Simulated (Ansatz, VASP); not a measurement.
# Zr in VASP and in Ansatz

Contents of INCAR:

```
PREC     = Accurate       # precision mode
ENCUT    = 500            # plane-wave cutoff, eV
EDIFF    = 1E-6           # SCF threshold, eV
ISMEAR   = 0              # smearing method
SIGMA    = 0.1            # smearing width, eV
LREAL    = F              # projectors in reciprocal space
LASPH    = T              # aspherical terms in the spheres
NELM     = 120            # most SCF steps
ALGO     = Normal         # electronic algorithm
ISIF     = 2              # what is computed and relaxed
LWAVE    = F              # write WAVECAR
LCHARG   = T              # write CHGCAR
GGA      = PS             # functional
LELF     = T              # ELF
LVHAR    = T            
NBANDS   = 19             # bands
GGA_COMPAT= F
```

The input KPOINTS:

```
Automatic mesh
0
Gamma
  6 6 2
```

POSCAR

```
Zr
1.0
    3.3090688541      0.0023953494      0.0182204476
   -1.6524599936      2.7749640205      0.0415112505
    0.0290933717      0.0933338481      5.5232393913
Zr
2
Direct
    0.3333333333      0.6666666667      0.2500000000
    0.6666666667      0.3333333333      0.7500000000
```

Input for Ansatz:

```yaml
crystal:
  lattice:
    - [3.3090688541, 0.0023953494, 0.0182204476]
    - [-1.6524599936, 2.7749640205, 0.0415112505]
    - [0.0290933717, 0.0933338481, 5.5232393913]
  atoms:
    - { symbol: Zr, position: [0.3333333333, 0.6666666667, 0.25] }
    - { symbol: Zr, position: [0.6666666667, 0.3333333333, 0.75] }
basis: {}
kpoints:
  mp_grid: { grid: [6, 6, 2] }
hamiltonian:
  xc: pbesol
scf:
  occupations: { method: gaussian, width: 0.1 }
  max_iter: 80
  convergence: { dr2_threshold: "1e-11 eV" }
output:
  forces: true
  stress: true
  eigenvalues: true
```

Alike in both runs: task single point; functional PBEsol; k mesh 6 × 6 × 2; occupations gaussian, width 0.1 eV; no spin polarisation.

```csv
,VASP,Ansatz
version,VASP 6.6.1,Ansatz 0.2.0
potentials or method,"VASP PAW PBE potentials, release 64 (Zr_sv)","scalar-relativistic, plane waves, PAW"
plane-wave cutoff (eV),500,420
valence electrons in the cell,24,24
```

|  | VASP | Ansatz | Ansatz less VASP |
| --- | --- | --- | --- |
| gap on the k mesh at the Fermi level (eV) | none | none | - |
| pressure (GPa) | -9.9 | -9.9 | -0.06 |
| traceless stress, the component that is largest in VASP (GPa) | 1.99 | 1.98 | -0.007 |
| rms of the force components (eV/Å) | 0.026 | 0.026 | 0.0000 |

VASP's potentials were made for PBE, not for PBEsol. Atom by atom the forces differ by 0.000 eV/Å (rms over components). A gap of «none» marks a metal or a gap that the smearing closes.

The k mesh is coarse, so the values compare programs but aren't converged.
